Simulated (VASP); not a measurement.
# CuO: single point with PBE

Crystal: CuO.

```
Cu O
1.0
     2.08215   -2.08794    0.00000
     2.08215    2.08794    0.00000
     0.00000    0.00000    5.15126
Cu O
2 2
Direct
  0.00000 0.50000 0.00000
  0.50000 0.00000 0.50000
  0.50000 0.50000 0.25000
  0.50000 0.50000 0.75000
```

```json
{
 "Program": "VASP 6.6.1",
 "Task": "single point",
 "Functional": "PBE",
 "Potentials or basis": "VASP PAW PBE potentials, release 64 (Cu, O)",
 "Cutoff": "520 eV",
 "k mesh": "16 × 16 × 10",
 "Occupations": "gaussian, width 0.15 eV",
 "Spin": "no spin polarisation",
 "Dipole correction": "no",
 "Further INCAR settings": "ALGO = Normal; EDIFF = 1e-07; NBANDS = 25"
}
```

The pressure is 0.7 GPa. The band gap on the k mesh is zero (band 17 reaches 5.43 eV, above the bottom of band 18 at 4.25 eV).

Stress tensor (GPa, compression positive):
```
0.54 0.00 0.00
0.00 0.50 0.00
0.00 0.00 0.95
```

Levels at points of the mesh, in eV from the Fermi level:
```
           k point  band 15  band 16  band 17  band 18  band 19  band 20
(0.00, 0.00, 0.00)    -2.28    -1.90     0.66     0.66     1.38     6.08
(0.50, 0.00, 0.00)    -1.58    -1.50     0.20     0.46     3.74     5.82
(0.50, 0.50, 0.00)    -1.62    -1.21    -1.21     1.10     2.16     7.20
(0.00, 0.00, 0.50)    -1.55    -1.55     0.10     0.10     3.44     3.44
(0.50, 0.00, 0.50)    -2.02    -1.83    -0.19     0.66     4.33     5.84
(0.50, 0.50, 0.50)    -1.43    -1.43    -0.53    -0.53     4.01     4.01
```

Wall time 6.7 min on 1 thread of Intel(R) Xeon(R) Platinum 8259CL CPU @ 2.50GHz (Skylake/Cascade Lake) (shared host), peak memory 0.48 GiB.

Caveat: semilocal functionals often make such compounds metallic where correlation or magnetic order opens a gap, which also shifts bond lengths. With open d or f shells a metallic result of PBE can be an artefact of self-interaction; +U or a hybrid may open a gap.
